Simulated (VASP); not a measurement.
SrBe2: single point with PBE

The system is SrBe2.

```
CELL_PARAMETERS angstrom
-3.07509 3.07509 2.55971
3.07509 -3.07509 2.55971
3.07509 3.07509 -2.55971
ATOMIC_POSITIONS crystal
Sr 0.25000 0.25000 0.00000
Sr 0.75000 0.75000 0.00000
Be 0.66700 0.16700 0.83400
Be 0.16700 0.33300 0.50000
Be 0.33300 0.83300 0.16600
Be 0.83300 0.66700 0.50000
```

```yaml
Program: VASP 6.6.1
Task: single point
Functional: PBE
Potentials_or_basis: VASP PAW PBE potentials, release 64 (Sr_sv, Be)
Cutoff: 520 eV
k_mesh: 4 × 4 × 4
Occupations: gaussian, width 0.1 eV
Spin: no spin polarisation
```

* Pressure: 20.3 GPa
* Largest force: 1.478 eV/Å
* Band gap on the k mesh: zero (bands 14 and 15 overlap by 1.73 eV)

Forces on the atoms (eV/Å):
```
Sr   0.000  0.000  0.000
Sr   0.000  0.000  0.000
Be  -1.045 -1.045  0.000
Be   1.045 -1.045  0.000
Be   1.045  1.045  0.000
Be  -1.045  1.045  0.000
```

Stress tensor (GPa, compression positive):
```
17.34  0.00  0.00
 0.00 17.34  0.00
 0.00  0.00 26.27
```

Levels at points of the mesh, in eV from the Fermi level:
| k point | band 12 | band 13 | band 14 | band 15 | band 16 | band 17 |
| --- | --- | --- | --- | --- | --- | --- |
| (0.00, 0.00, 0.00) | -2.66 | 0.10 | 0.61 | 0.88 | 1.02 | 1.11 |
| (0.50, 0.00, 0.00) | -2.13 | -1.04 | -1.04 | 0.69 | 0.69 | 1.10 |
| (0.50, 0.50, 0.00) | -1.44 | -0.88 | -0.83 | -0.10 | 0.36 | 0.97 |
| (0.50, 0.50, 0.50) | -2.25 | -1.53 | -1.53 | -1.12 | -0.95 | 0.26 |

Run time: 64 s on 1 thread of Intel(R) Xeon(R) Platinum 8375C CPU @ 2.90GHz (Ice Lake) (shared host), peak memory 0.24 GiB.

Caveat: the k points lie up to 0.40 Å⁻¹ apart, too coarse for converged energies and pressures of a metal; forces of over 1 eV/Å act on the atoms, so gaps and moduli don't describe the material at rest.
